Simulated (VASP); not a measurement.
**SnO2: single point with r2SCAN**

SnO2:

```xyz
6
Lattice="-1.9995 1.9995 5.1021 1.9995 -1.9995 5.1021 1.9995 1.9995 -5.1021" Properties=species:S:1:pos:R:3 pbc="T T T"
Sn   -0.0707    1.9288    2.5510
Sn    0.0707    0.0707    0.0000
O    -0.0383   -0.0776    8.1263
O     0.0383    2.0772    4.6290
O    -0.0776   -0.0383    2.0779
O     0.0776    2.0378    0.4731
```

This cell differs from its parent crystal: atoms displaced along a vibrational mode.

```yaml
Program: VASP 6.6.1
Task: single point
Functional: r2SCAN
Potentials_or_basis: VASP PAW PBE potentials, release 64 (Sn_d, O)
Cutoff: 520 eV
k_mesh: 10 × 10 × 10
Occupations: gaussian, width 0.05 eV
Spin: no spin polarisation
Dipole_correction: no
Further_INCAR_settings: ALGO = Normal; EDIFF = 1e-06; NBANDS = 35
```

The pressure is 1.0 GPa and the largest force is 1.070 eV/Å. The band gap on the k mesh is 2.24 eV (least direct gap 2.69 eV).

Forces on the atoms (eV/Å):
```
Sn   0.757  0.757  0.000
Sn  -0.757 -0.757  0.000
O    0.016  0.110  0.043
O   -0.016 -0.110 -0.043
O    0.110  0.016 -0.043
O   -0.110 -0.016  0.043
```

Stress tensor (GPa, compression positive):
```
 1.08 -0.61 -3.98
-0.61  1.08  3.98
-3.98  3.98  0.80
```

Levels at points of the mesh, in eV from the valence-band top:
```tsv
k point	band 22	band 23	band 24	band 25	band 26	band 27	band 28	band 29	band 30	band 31
(0.00, 0.00, 0.00)	-1.02	-0.74	-0.71	-0.49	-0.45	2.24	6.26	9.91	10.51	10.72
(0.50, 0.00, 0.00)	-1.12	-0.92	-0.82	-0.66	-0.32	5.58	6.99	8.48	9.36	10.55
(0.00, 0.50, 0.00)	-1.15	-0.90	-0.79	-0.60	-0.49	5.71	6.98	8.61	9.43	10.64
(0.50, 0.50, 0.00)	-0.92	-0.87	-0.87	-0.06	-0.06	8.10	8.10	8.48	8.48	9.54
(0.00, 0.00, 0.50)	-0.91	-0.78	-0.67	-0.12	-0.11	8.01	8.27	8.33	8.47	9.31
(0.50, 0.50, 0.50)	-2.69	-1.10	-1.10	-0.38	-0.38	4.91	4.91	8.21	8.21	12.82
```

Run time: 2.5 h on 1 thread of Oxide Virtual Turin-like Processor (shared host), peak memory 0.77 GiB.

Caveat: the cell differs from its parent crystal (atoms displaced along a vibrational mode); the PAW data sets were made with another functional, which shifts forces and pressure a little; spin-orbit coupling is left out, which moves the levels of the heavy elements. A k mesh can miss the band edges.
